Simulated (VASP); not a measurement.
# LiH2 (I4/m) in VASP: relaxation of cell and atoms with PBE

Aim: the relaxation of cell and atoms of LiH2 with PBE.

Everything below comes from runs of VASP 6.6.1. Logs are shortened: lines on timing, memory, paths and dates and some standing lists are left out, and cuts for length are marked.

### 1 The cell of the first run

The structure is tetragonal, space group I4/m (No. 87). Conventional cell: a = 4.660 Å, b = 4.660 Å, c = 4.911 Å, α = 90.00°, β = 90.00°, γ = 90.00°. Li (site symmetry 2/m) has 2 H at 1.30 Å within 1.7 Å. H (site symmetry m) has 1 Li at 1.30 Å within 1.7 Å.

The cell was built from a structure type or drawn by symmetry, and may not be a known phase.

### 2 Relaxation of cell and atoms, PBE

Input file INCAR:

```
SYSTEM = LiH2
PREC = Accurate
ENCUT = 600
EDIFF = 1E-7
ISMEAR = 0
SIGMA = 0.1
LREAL = .FALSE.
LASPH = .TRUE.
NELM = 100
ALGO = Normal
ISIF = 3
LWAVE = .FALSE.
LCHARG = .FALSE.
GGA = PE
IBRION = 2
NSW = 90
EDIFFG = -0.04
```

Input file KPOINTS:

```
regular mesh
0
G
  6 6 6
  0 0 0
```

Input file POSCAR:

```
LiH2
1.0
   -2.3299656028      2.3299656028      2.4555691045
    2.3299656028     -2.3299656028      2.4555691045
    2.3299656028      2.3299656028     -2.4555691045
Li H
2 4
Direct
    0.0000000000      0.5000000000      0.5000000000
    0.5000000000      0.0000000000      0.5000000000
    0.2500000000      0.3750000000      0.6250000000
    0.3750000000      0.7500000000      0.1250000000
    0.6250000000      0.2500000000      0.8750000000
    0.7500000000      0.6250000000      0.3750000000
```

Potentials or basis: VASP PAW PBE potentials, release 64 (Li_sv, H).

The run is started by

```sh
$ cat potpaw_PBE.64/Li_sv/POTCAR potpaw_PBE.64/H/POTCAR > POTCAR
$ mpirun -np 1 vasp_std > vasp.out
```

OUTCAR:

```text
SYSTEM = LiH2
   PREC = Accurate
   ENCUT = 600
   EDIFF = 1E-7
   ISMEAR = 0
   LREAL = .FALSE.
   LASPH = .TRUE.
   NELM = 100
   ISIF = 3
   GGA = PE
   IBRION = 2
   NSW = 90
   EDIFFG = -0.04

 ion  position               nearest neighbor table
   1  0.000  0.500  0.500-   3 1.30   6 1.30   2 2.46   2 2.46
   2  0.500  0.000  0.500-   4 1.30   5 1.30   1 2.46   1 2.46
   3  0.250  0.375  0.625-   1 1.30
   4  0.375  0.750  0.125-   2 1.30
   5  0.625  0.250  0.875-   2 1.30
   6  0.750  0.625  0.375-   1 1.30

  LATTYP: Found a body centered tetragonal cell.
 ALAT       =     4.6599312056
 C/A-ratio  =     1.0539078781

  Lattice vectors:

 A1 = (  -2.3299656028,   2.3299656028,   2.4555691045)
 A2 = (   2.3299656028,  -2.3299656028,   2.4555691045)
 A3 = (   2.3299656028,   2.3299656028,  -2.4555691045)

Analysis of symmetry for initial positions (statically):
=====================================================================
 Subroutine PRICEL returns:
 Original cell was already a primitive cell.

 Routine SETGRP: Setting up the symmetry group for a
 body centered tetragonal supercell.

 Subroutine GETGRP returns: Found  8 space group operations
 (whereof  8 operations were pure point group operations)
 out of a pool of 16 trial point group operations.

The static configuration has the point symmetry C_4h.

Analysis of symmetry for dynamics (positions and initial velocities):
=====================================================================
 Subroutine PRICEL returns:
 Original cell was already a primitive cell.

 Routine SETGRP: Setting up the symmetry group for a
 body centered tetragonal supercell.

 Subroutine GETGRP returns: Found  8 space group operations
 (whereof  8 operations were pure point group operations)
 out of a pool of 16 trial point group operations.

The dynamic configuration has the point symmetry C_4h.

 Subroutine INISYM returns: Found  8 space group operations
 (whereof  8 operations are pure point group operations),
 and found     1 'primitive' translations

----------------------------------------------------------------------------------------

                                     Primitive cell

  volume of cell :      53.3226

  direct lattice vectors                    reciprocal lattice vectors
    -2.329965603  2.329965603  2.455569104     0.000000000  0.214595443  0.203618786
     2.329965603 -2.329965603  2.455569104     0.214595443  0.000000000  0.203618786
     2.329965603  2.329965603 -2.455569104     0.214595443  0.214595443  0.000000000

  length of vectors
     4.109415901  4.109415901  4.109415901     0.295823958  0.295823958  0.303483785

  position of ions in fractional coordinates (direct lattice)
     0.000000000  0.500000000  0.500000000
     0.500000000  0.000000000  0.500000000
     0.250000000  0.375000000  0.625000000
     0.375000000  0.750000000  0.125000000
     0.625000000  0.250000000  0.875000000
     0.750000000  0.625000000  0.375000000

  ion indices of the primitive-cell ions
   primitive index   ion index
                 1           1
                 2           2
                 3           3
                 4           4
                 5           5
                 6           6

----------------------------------------------------------------------------------------

 KPOINTS: regular mesh

Automatic generation of k-mesh.
 Grid dimensions read from file:
 generate k-points for:    6    6    6

 Generating k-lattice:

  Cartesian coordinates                     Fractional coordinates (reciprocal lattice)
     0.000000000  0.035765907  0.033936464     0.166666667  0.000000000  0.000000000
     0.035765907  0.000000000  0.033936464     0.000000000  0.166666667  0.000000000
     0.035765907  0.035765907  0.000000000     0.000000000  0.000000000  0.166666667

  Length of vectors
     0.049303993  0.049303993  0.050580631

  Shift w.r.t. Gamma in fractional coordinates (k-lattice)
     0.000000000  0.000000000  0.000000000

 Subroutine IBZKPT returns following result:
 ===========================================

 Found     36 irreducible k-points:

 Following reciprocal coordinates:
            Coordinates               Weight
  0.000000  0.000000  0.000000      1.000000
  0.166667 -0.000000  0.000000      8.000000
  0.333333  0.000000  0.000000      8.000000
  0.500000 -0.000000  0.000000      4.000000
  0.166667  0.166667  0.000000      8.000000
  0.333333  0.166667  0.000000      8.000000
[... 16 lines left out ...]
 -0.333333  0.333333 -0.166667      4.000000
 -0.166667  0.333333  0.166667      8.000000
 [... further k-points ...]
   k-points           NKPTS =     36   k-points in BZ     NKDIM =     36   number of bands    NBANDS=      9
   number of dos      NEDOS =    301   number of ions     NIONS =      6
   total plane-waves  NPLWV =  46656
   dimension x,y,z NGX =    36 NGY =   36 NGZ =   36
   dimension x,y,z NGXF=    72 NGYF=   72 NGZF=   72
   ions per type =               2   4
   NGX,Y,Z   is equivalent  to a cutoff of  14.56, 14.56, 14.56 a.u.
   NGXF,Y,Z  is equivalent  to a cutoff of  29.13, 29.13, 29.13 a.u.
 SYSTEM =  LiH2
   PREC   = accura    normal or accurate (medium, high low for compatibility)
   ISTART =      0    job   : 0-new  1-cont  2-samecut
   ICHARG =      2    charge: 1-file 2-atom 10-const
   ISPIN  =      1    spin polarized calculation?
   LNONCOLLINEAR =      F non collinear calculations
   LSORBIT =      F    spin-orbit coupling
   LASPH  =      T    aspherical Exc in radial PAW
   ENCUT  =  600.0 eV  44.10 Ry    6.64 a.u.   8.21  8.21  8.21*2*pi/ulx,y,z
   NELM   =    100;   NELMIN=  2; NELMDL= -5     # of ELM steps
   EDIFF  = 0.1E-06   stopping-criterion for ELM
   LREAL  =      F    real-space projection
   EDIFFG = -.4E-01   stopping-criterion for IOM
   NSW    =     90    number of steps for IOM
   IBRION =      2    ionic relax: 0-MD 1-quasi-New 2-CG
   NFREE  =      1    steps in history (QN), initial steepest desc. (CG)
   ISIF   =      3    stress and relaxation
   ISYM   =      2    0-nonsym 1-usesym 2-fastsym
   POTIM  = 0.5000    time-step for ionic-motion
   TEBEG  =    0.0;   TEEND  =   0.0 temperature during run
   PSTRESS=    0.0 pullay stress
   NELECT =      10.0000    total number of electrons
   NUPDOWN=      -1.0000    fix difference up-down
   EMIN   =  10.00;   EMAX   =-10.00  energy-range for DOS
   EFERMI =   0.00;   METHOD = LEGACY
   ISMEAR =     0;   SIGMA  =   0.10  broadening in eV -4-tet -1-fermi 0-gaus
   EFERMI_NEDOS =   21; number of points for ismear=-14 and -15
   IALGO  =     38    algorithm
   IMIX   =      4    mixing-type and parameters
     AMIX     =   0.40;   BMIX     =  1.00
     AMIX_MAG =   1.60;   BMIX_MAG =  1.00
  volume/ion in A,a.u.               =       8.89        59.97
  Fermi-wavevector in a.u.,A,eV,Ry     =   0.937068  1.770802 11.947227  0.878096
  Thomas-Fermi vector in A             =   2.064141
   LORBIT       =      0    0 simple, 1 ext, 2 COOP (PROOUT), +10 PAW based schemes
   GGA     = PE    functional components
   LHFCALC =     F    Hartree Fock is set to
   AEXX    =    0.0000 exact exchange contribution
   IVDW    =     0    specifies the selected vdW correction
   LEPSILON=     F    determine dielectric tensor
   LRPA    =     F    only Hartree local field effects (RPA)
 conjugate gradient relaxation of ions
 non-spin polarized calculation
 Gauss-broadening in eV      SIGMA  =   0.10
  energy-cutoff  :      600.00
  volume of cell :       53.32
 maximum number of plane-waves:      1802
 NGX is ok and might be reduce to    36
   NGX = 17   NGY = 17   NGZ = 17

--------------------------------------- Ionic step        1  -------------------------------------------

 number of electron      10.0000004 magnetization

 Free energy of the ion-electron system (eV)
  ---------------------------------------------------
  ext. energy  EPLUGINS =         0.00000000
  ---------------------------------------------------
  free energy    TOTEN  =       -11.53935537 eV

  energy without entropy =      -11.53673340  energy(sigma->0) =      -11.53804439

------------------------ aborting loop because EDIFF is reached ----------------------------------------

  FORCE on cell =-STRESS in cart. coord.  units (eV):
  Direction    XX          YY          ZZ          XY          YZ          ZX
  --------------------------------------------------------------------------------------
  -------------------------------------------------------------------------------------
  Total        5.6505357      5.6505357      1.5310681      0.0000013     -0.0000000      0.0000000
  in kB      169.7809784    169.7809784     46.0038229      0.0000395     -0.0000000      0.0000000
  external PRESSURE =     128.5219266 kB  Pullay stress =       0.0000000 kB
[... 101 lines left out ...]
  FREE ENERGIE OF THE ION-ELECTRON SYSTEM (eV)
  ---------------------------------------------------
  free  energy   TOTEN  =       -14.9279472124 eV

  energy  without entropy=      -14.9279462713  energy(sigma->0) =      -14.92794674

[... ionic steps 4 to 9 ...]

--------------------------------------- Ionic step       10  -------------------------------------------

 number of electron       9.9999999 magnetization

------------------------ aborting loop because EDIFF is reached ----------------------------------------

  FORCE on cell =-STRESS in cart. coord.  units (eV):
  Direction    XX          YY          ZZ          XY          YZ          ZX
  --------------------------------------------------------------------------------------
  -------------------------------------------------------------------------------------
  Total       -0.4384952     -0.4384952     -0.2923599      0.0000000      0.0000000     -0.0000000
  in kB       -9.7280394     -9.7280394     -6.4860201      0.0000004      0.0000000     -0.0000000
  external PRESSURE =      -8.6473663 kB  Pullay stress =       0.0000000 kB
[... 65 lines left out ...]
  energy  without entropy=      -15.5304269344  energy(sigma->0) =      -15.53042693

--------------------------------------- Ionic step       12  -------------------------------------------

 number of electron       9.9999988 magnetization

 Free energy of the ion-electron system (eV)
  ---------------------------------------------------
  ext. energy  EPLUGINS =         0.00000000
  ---------------------------------------------------
  free energy    TOTEN  =       -15.54021658 eV

  energy without entropy =      -15.54021658  energy(sigma->0) =      -15.54021658

 E-fermi :  -0.8739     XC(G=0):  -6.6575

 val. band max:       -1.3555840831   @ k =   0.5000   0.5000   0.0000
 cond. band min:      -0.0544708768   @ k =   0.3333   0.3333   0.1667
 fundamental gap:      1.3011132063
 Fermi energy:        -0.8738881833

 k-point     1 :       0.0000    0.0000    0.0000
  band No.  band energies     occupation
      1     -46.5975      2.00000
      2     -46.5831      2.00000
      3      -8.2612      2.00000
      4      -1.7590      2.00000
      5      -1.7590      2.00000
      6       1.9712      0.00000
      7       3.9489      0.00000
      8       4.6144      0.00000
      9       6.7237      0.00000
[... 265 lines left out ...]
 k-point    24 :      -0.1667    0.3333    0.1667
  band No.  band energies     occupation
      1     -46.5945      2.00000
      2     -46.5858      2.00000
      3      -7.8645      2.00000
      4      -2.7889      2.00000
      5      -2.0891      2.00000
      6       1.8454      0.00000
      7       2.6134      0.00000
      8       4.3367      0.00000
      9       4.8437      0.00000

 [... further k-points ...]

------------------------ aborting loop because EDIFF is reached ----------------------------------------

  FORCE on cell =-STRESS in cart. coord.  units (eV):
  Direction    XX          YY          ZZ          XY          YZ          ZX
  --------------------------------------------------------------------------------------
  -------------------------------------------------------------------------------------
  Total       -0.2371788     -0.2371788      0.1129984     -0.0000000      0.0000000     -0.0000000
  in kB       -5.5912139     -5.5912139      2.6638062     -0.0000001      0.0000000     -0.0000000
  external PRESSURE =      -2.8395405 kB  Pullay stress =       0.0000000 kB
[... 21 lines left out ...]
  FREE ENERGIE OF THE ION-ELECTRON SYSTEM (eV)
  ---------------------------------------------------
  free  energy   TOTEN  =       -15.5402165826 eV

  energy  without entropy=      -15.5402165826  energy(sigma->0) =      -15.54021658

 reached required accuracy - stopping structural energy minimisation
```

It took 2.4 min on 1 thread of AMD EPYC 9R45 (Zen 5), shared host; peak memory 0.17 GiB.

Results:

```
Free energy                           : -15.5402 eV
Relaxed volume                        : 11.33 Å³/atom
Relaxed cell                          : a = 4.489 Å, b = 4.489 Å, c = 4.489 Å, α = 114.88°, β = 114.88°, γ = 99.13°
Space group after relaxing (to 0.1 Å) : I4/mmm (No. 139)
Energy gained by relaxing             : 666.8 meV/atom
Ionic steps                           : 12
Pressure after relaxing               : -0.3 GPa
Largest force after relaxing          : 0.030 eV/Å
Band gap on the k mesh                : 1.30 eV (least direct gap 1.67 eV)
```

Forces in eV/Å, atoms in the order of the input:
```
Li   0.000  0.000  0.000
Li   0.000  0.000  0.000
H   -0.020  0.023  0.000
H   -0.023 -0.020  0.000
H    0.023  0.020  0.000
H    0.020 -0.023  0.000
```

Stress tensor (GPa, compression positive):
```
-0.56  0.00  0.00
 0.00 -0.56  0.00
 0.00  0.00  0.27
```

The path:
| step | energy change (eV) | largest force (eV/Å) | pressure (GPa) | volume (Å³) |
| --- | --- | --- | --- | --- |
| 1 | 0.0000 | 4.2652 | 12.85 | 53.32 |
| 2 | -2.6120 | 1.7508 | 1.54 | 59.00 |
| 3 | -3.3886 | 0.7556 | -3.59 | 66.29 |
| 4 | -3.7039 | 0.6041 | -2.19 | 63.84 |
| 5 | -3.9372 | 0.1171 | 1.97 | 59.31 |
| 6 | -3.9408 | 0.1031 | 1.30 | 59.88 |
| 7 | -3.9410 | 0.0926 | 1.46 | 59.74 |
| 8 | -3.9576 | 0.0657 | 1.18 | 60.94 |
| 9 | -3.9872 | 0.0979 | 0.42 | 64.60 |
| 10 | -3.9627 | 0.2782 | -0.86 | 72.22 |
| 11 | -3.9911 | 0.1530 | 0.03 | 66.73 |
| 12 | -4.0009 | 0.0304 | -0.28 | 67.96 |

Final structure:
```
Li H
1.0
    -2.41584    2.41584    2.91129
     2.41584   -2.41584    2.91129
     2.41584    2.41584   -2.91129
Li H
2 4
Direct
  0.00000 0.50000 0.50000
  0.50000 0.00000 0.50000
  0.36068 0.36384 0.72452
  0.36384 0.63932 0.00316
  0.63616 0.36068 0.99684
  0.63932 0.63616 0.27548
```

Levels at points of the mesh, in eV from the valence-band top:
```
           k point  band 2  band 3  band 4  band 5  band 6  band 7  band 8  band 9
(0.00, 0.00, 0.00)  -45.23   -6.91   -0.40   -0.40    3.33    5.30    5.97    8.08
(0.50, 0.00, 0.00)  -45.23   -6.49   -1.62   -0.69    3.72    4.20    4.57    6.82
(0.50, 0.50, 0.00)  -45.23   -6.51   -1.66    0.00    1.67    3.85    5.72    9.11
(0.50, 0.50, 0.50)  -45.23   -6.06   -1.51   -1.51    1.50    4.68    5.39    6.71
```

Caveat: the cutoff is under 1.25 times the usual one of these potentials, so pressure, stress and relaxed cells hold a basis-set (Pulay) error; the volume moved by over 15 % at a fixed basis, so the end points are rough. A k mesh can miss the band edges.
